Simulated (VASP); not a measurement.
# BeS (F-43m) in VASP: notebook, part 2 of 2

VASP 6.6.1. Earlier steps stand in the parts before.

### Step 3. Single point, PBEsol+D4, collinear spin, ferromagnetic start (volume scaled by 1.02)

INCAR

```
  ALGO = Normal
  EDIFF = 1E-7
  ENCUT = 520
  GGA = PS
  ISIF = 2
  ISMEAR = 1
  ISPIN = 2
  IVDW = 13
  LASPH = True
  LCHARG = True
  LELF = True
  LORBIT = 11
  LREAL = False
  LVHAR = True
  LWAVE = False
  MAGMOM = 1 0
  NBANDS = 15
  NELM = 150
  NUPDOWN = 1.0
  PREC = Accurate
  SIGMA = 0.025
```

KPOINTS

```
k-points
0
Gamma
  9 9 9
```

POSCAR

```
BeS
1.0
    0.0000000000      2.4410600707      2.4410600707
    2.4410600707      0.0000000000      2.4410600707
    2.4410600707      2.4410600707      0.0000000000
S Be
1 1
Direct
    0.7500000000      0.7500000000      0.7500000000
    0.0000000000      0.0000000000      0.0000000000
```

Potentials or basis: VASP PAW PBE potentials, release 64 (S, Be).

Launch:

```bash
cat potpaw_PBE.64/S/POTCAR potpaw_PBE.64/Be/POTCAR > POTCAR
mpirun -np 1 vasp_std > vasp.out
```

It took 33 s on 1 thread of Intel Xeon 6975P-C, shared host; peak memory 0.18 GiB.

It converged, with:

| Item | Value |
| --- | --- |
| Free energy | -8.1986 eV |
| Pressure | -1.8 GPa |
| Net moment | 1.00 μB per cell |
| Site moments | S +0.31; Be +0.17 μB |
| Valence electrons inside the program's atomic spheres | S 3.67; Be 1.04 |
| Dispersion energy per atom | -0.145 eV |

Caveat: the PAW data sets were made with another functional, which shifts forces and pressure a little; the total moment is fixed, so each spin has its own Fermi level.

### Step 4. Single point, PBEsol+D4, collinear spin, ferromagnetic start (volume scaled by 1.04)

INCAR

```
SYSTEM = BeS
PREC = Accurate ; ENCUT = 520
EDIFF = 1E-7 ; ISMEAR = 1
SIGMA = 0.025 ; LREAL = .FALSE.
LASPH = .TRUE. ; NELM = 150
ALGO = Normal ; ISIF = 2
LWAVE = .FALSE. ; LCHARG = .TRUE.
ISPIN = 2 ; MAGMOM = 1 0
LORBIT = 11 ; NUPDOWN = 1.0
GGA = PS ; IVDW = 13
LELF = .TRUE. ; LVHAR = .TRUE.
NBANDS = 15
```

KPOINTS

```
regular mesh
0
G
  9 9 9
  0 0 0
```

POSCAR

```
BeS
1.0
    0.0000000000      2.4569115543      2.4569115543
    2.4569115543      0.0000000000      2.4569115543
    2.4569115543      2.4569115543      0.0000000000
S Be
1 1
Direct
    0.7500000000      0.7500000000      0.7500000000
    0.0000000000      0.0000000000      0.0000000000
```

Potentials or basis: VASP PAW PBE potentials, release 64 (S, Be).

Launch:

```bash
cat potpaw_PBE.64/S/POTCAR potpaw_PBE.64/Be/POTCAR > POTCAR
mpirun -np 1 vasp_std > vasp.out
```

OUTCAR:

```text
SYSTEM = BeS
   PREC = Accurate
   ENCUT = 520
   EDIFF = 1E-7
   ISMEAR = 1
   LREAL = .FALSE.
   LASPH = .TRUE.
   NELM = 150
   ISIF = 2
   ISPIN = 2
   LORBIT = 11
   NUPDOWN = 1.0
   GGA = PS
   IVDW = 13

 ion  position               nearest neighbor table
   1  0.750  0.750  0.750-   2 2.13   2 2.13   2 2.13   2 2.13
   2  0.000  0.000  0.000-   1 2.13   1 2.13   1 2.13   1 2.13

  LATTYP: Found a face centered cubic cell.
 ALAT       =     4.9138231086

  Lattice vectors:

 A1 = (   0.0000000000,   2.4569115543,   2.4569115543)
 A2 = (   2.4569115543,   0.0000000000,   2.4569115543)
 A3 = (   2.4569115543,   2.4569115543,   0.0000000000)

Analysis of symmetry for initial positions (statically):
=====================================================================
 Subroutine PRICEL returns:
 Original cell was already a primitive cell.

 Routine SETGRP: Setting up the symmetry group for a
 face centered cubic supercell.

 Subroutine GETGRP returns: Found 24 space group operations
 (whereof 24 operations were pure point group operations)
 out of a pool of 48 trial point group operations.

[... 1053 lines left out ...]

 [... further k-points ...]

------------------------ aborting loop because EDIFF is reached ----------------------------------------

  DFT-D4 for vdW energy calculation

  Edisp (eV):   -0.28403

  FORCE on cell =-STRESS in cart. coord.  units (eV):
  Direction    XX          YY          ZZ          XY          YZ          ZX
  --------------------------------------------------------------------------------------
  -------------------------------------------------------------------------------------
  Total      -0.54496    -0.54496    -0.54496     0.00000     0.00000    -0.00000
  in kB     -29.43563   -29.43563   -29.43563     0.00000     0.00000    -0.00000
  external pressure =      -29.44 kB  Pullay stress =        0.00 kB

 VOLUME and BASIS-vectors are now :
 -----------------------------------------------------------------------------
  energy-cutoff  :      520.00
  volume of cell :       29.66
      direct lattice vectors                 reciprocal lattice vectors
     0.000000000  2.456911554  2.456911554    -0.203507529  0.203507529  0.203507529
     2.456911554  0.000000000  2.456911554     0.203507529 -0.203507529  0.203507529
     2.456911554  2.456911554  0.000000000     0.203507529  0.203507529 -0.203507529

 POSITION                                       TOTAL-FORCE (eV/Angst)
 -----------------------------------------------------------------------------------
      3.68537      3.68537      3.68537        -0.000000      0.000000     -0.000000
      0.00000      0.00000      0.00000         0.000000     -0.000000      0.000000
 -----------------------------------------------------------------------------------
    total drift:                                0.000000      0.000000      0.000000

  FREE ENERGIE OF THE ION-ELECTRON SYSTEM (eV)
  ---------------------------------------------------
  free  energy   TOTEN  =        -8.1903839083 eV

  energy  without entropy=       -8.1902280945  energy(sigma->0) =       -8.19033197

 total charge

# of ion       s       p       d       tot
------------------------------------------
    1        1.340   2.320   0.000   3.659
    2        0.387   0.625   0.000   1.012
--------------------------------------------------
tot          1.727   2.945   0.000   4.672

 magnetization (x)

# of ion       s       p       d       tot
------------------------------------------
    1        0.031   0.279   0.000   0.310
    2        0.031   0.135   0.000   0.166
--------------------------------------------------
tot          0.062   0.414   0.000   0.476
```

Wall time 34 s (1 thread of Intel Xeon 6975P-C, shared host); peak memory 0.17 GiB.

Results:

| Property | Result |
| --- | --- |
| Free energy | -8.1904 eV |
| Pressure | -2.9 GPa |
| Net moment | 1.00 μB per cell |
| Site moments | S +0.31; Be +0.17 μB |
| Valence electrons inside the program's atomic spheres | S 3.66; Be 1.01 |
| Dispersion energy per atom | -0.142 eV |

Caveat: the PAW data sets were made with another functional, which shifts forces and pressure a little; the total moment is fixed, so each spin has its own Fermi level.

### Step 5. Single point, PBEsol+D4, collinear spin, ferromagnetic start (volume scaled by 1.06)

INCAR

```
SYSTEM = BeS
PREC = Accurate
ENCUT = 520
EDIFF = 1E-7
ISMEAR = 1
SIGMA = 0.025
LREAL = .FALSE.
LASPH = .TRUE.
NELM = 150
ALGO = Normal
ISIF = 2
LWAVE = .FALSE.
LCHARG = .FALSE.
ISPIN = 2
MAGMOM = 1 0
LORBIT = 11
NUPDOWN = 1.0
GGA = PS
IVDW = 13
NBANDS = 15
```

KPOINTS

```
Automatic mesh
0
G
  9 9 9
  0 0 0
```

POSCAR

```
BeS
1.0
    0.0000000000      2.4725610944      2.4725610944
    2.4725610944      0.0000000000      2.4725610944
    2.4725610944      2.4725610944      0.0000000000
S Be
1 1
Direct
    0.7500000000      0.7500000000      0.7500000000
    0.0000000000      0.0000000000      0.0000000000
```

Launch:

```bash
cat potpaw_PBE.64/S/POTCAR potpaw_PBE.64/Be/POTCAR > POTCAR
mpirun -np 1 vasp_std > vasp.out
```

Wall time 32 s (1 thread of Intel Xeon 6975P-C, shared host); peak memory 0.17 GiB.

Results (log left out):

* Free energy: -8.1777 eV
* Pressure: -4.2 GPa
* Net moment: 1.00 μB per cell
* Site moments: S +0.31; Be +0.17 μB
* Valence electrons inside the program's atomic spheres: S 3.65; Be 0.99
* Dispersion energy per atom: -0.140 eV

Caveat: the PAW data sets were made with another functional, which shifts forces and pressure a little; the total moment is fixed, so each spin has its own Fermi level.

### Step 6. The runs side by side

| cell | pressure (GPa) | moment (μB) |
| --- | --- | --- |
| a = 3.429 Å, angles 60.0°, 2 atoms | -0.3 | 1.00 |
| a = 3.452 Å, angles 60.0°, 2 atoms | -1.8 | 1.00 |
| a = 3.475 Å, angles 60.0°, 2 atoms | -2.9 | 1.00 |
| a = 3.497 Å, angles 60.0°, 2 atoms | -4.2 | 1.00 |

Alike in all rows: task single point; level PBEsol+D4; potentials or basis VASP PAW PBE potentials, release 64 (S, Be); spin collinear, ferromagnetic start; fixed moment (μB) 1.0; k mesh 9 × 9 × 9; cutoff (eV) 520; smearing methfessel-paxton 0.025 eV.

Caveats: the PAW data sets were made with another functional, which shifts forces and pressure a little; the total moment is fixed, so each spin has its own Fermi level.

Absolute energies hang on the potentials; compare differences alone.
